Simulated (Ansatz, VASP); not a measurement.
**Mn: VASP beside Ansatz**

File INCAR:

```
SYSTEM = Mn
PREC = Accurate ; ENCUT = 520
EDIFF = 1E-6 ; ISMEAR = -1
SIGMA = 0.05 ; LREAL = .FALSE.
LASPH = .TRUE. ; NELM = 150
ALGO = Normal ; ISIF = 2
LWAVE = .FALSE. ; LCHARG = .FALSE.
ISPIN = 2 ; MAGMOM = 2.622 -2.622
LORBIT = 11 ; LMAXMIX = 4
GGA = RP ; NBANDS = 24
```

The input KPOINTS:

```
regular mesh
0
G
  12 12 12
  0 0 0
```

Contents of POSCAR:

```
Mn
1.0
    0.0000000000      2.7552626645      2.7552626645
    2.7552626645      0.0000000000      2.7552626645
    2.7552626645      2.7552626645      0.0000000000
Mn
2
Direct
    0.1250000000      0.1250000000      0.1250000000
    0.8750000000      0.8750000000      0.8750000000
```

Input for Ansatz:

```yaml
crystal:
  lattice:
    - [0.0, 2.7552626645, 2.7552626645]
    - [2.7552626645, 0.0, 2.7552626645]
    - [2.7552626645, 2.7552626645, 0.0]
  atoms:
    - { symbol: Mn, position: [0.125, 0.125, 0.125], spin: 2.622 }
    - { symbol: Mn, position: [0.875, 0.875, 0.875], spin: -2.622 }
hamiltonian:
  xc: rpbe
  pseudopotentials:
    kind: paw
    azcp:
      Mn: "pseudopotentials/Mn.paw.azcp"
basis:
  ecutwfc: 420
  fft_grid_basis: typed
kpoints:
  mp_grid: { grid: [12, 12, 12], shift: [0, 0, 0] }
magnetization:
  spin_polarized: true
scf:
  occupations: { method: fermi_dirac, width: 0.05 }
  lower_state_search: "off"
output:
  stress: true
```

Alike in both runs: task single point; functional RPBE; k mesh 12 × 12 × 12; occupations fermi-dirac, width 0.05 eV; collinear spin.

|  | VASP | Ansatz |
| --- | --- | --- |
| version | VASP 6.6.1 | Ansatz 0.2.0 |
| potentials or method | VASP PAW PBE potentials, release 64 (Mn_pv), cutoff 520 eV | plane waves (420 eV) with PAW, scalar-relativistic |
| valence electrons in the cell | 26 | 30 |

Ansatz gave:

* pressure (GPa): -3.0
* net moment per atom (μB): 0.00
* size of the moment on the site where the two differ most (μB): 3.04

**Question.** Estimate VASP's values.

**Answer.** Pressure (GPa): -2.8; net moment per atom (μB): 0.00; size of the moment on the site where the two differ most (μB): 3.20.

VASP's potentials were made for PBE, not for RPBE. Site moments also hang on the region over which each program counts them. VASP's potentials hold 26 valence electrons a cell and Ansatz's 30, so a difference there can come from the potentials and not from the codes.
